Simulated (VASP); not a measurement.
Here is a VASP 6.6.1 calculation.

File INCAR:

```
PREC = Accurate
ENCUT = 520
EDIFF = 1E-6
ISMEAR = 0
SIGMA = 0.01
LREAL = F
LASPH = T
NELM = 60
ALGO = Normal
ISIF = 2
LWAVE = F
LCHARG = T
GGA = PE
LELF = T
LVHAR = T
NBANDS = 28
```

KPOINTS

```
Automatic mesh
0
Gamma
  6 6 6
```

File POSCAR:

```
BaTiO3
1.0
    3.9791132838      0.0000000000      0.0000000000
    0.0000000000      3.9791132838      0.0000000000
    0.0000000000      0.0000000000      3.9791132838
Ba Ti O
1 1 3
Direct
    0.5000000000      0.5000000000      0.5000000000
    0.0000000000      0.0000000000      0.0000000000
    0.5000000000      0.0000000000      0.0000000000
    0.0000000000      0.5000000000      0.0000000000
    0.0000000000      0.0000000000      0.5000000000
```

Potentials or basis: VASP PAW PBE potentials, release 64 (Ba_sv, Ti_sv, O).

Launch:

```sh
$ cat potpaw_PBE.64/Ba_sv/POTCAR potpaw_PBE.64/Ti_sv/POTCAR potpaw_PBE.64/O/POTCAR > POTCAR
$ mpirun -np 1 vasp_std > vasp.out
```

Question: Estimate the band gap on the k mesh.

Answer: 1.78 eV, indirect (least direct gap 1.91 eV).

Question: Predict the pressure.

Answer: 7.1 GPa.

Caveat: spin-orbit coupling is left out, which moves the levels of the heavy elements. A k mesh can miss the band edges.
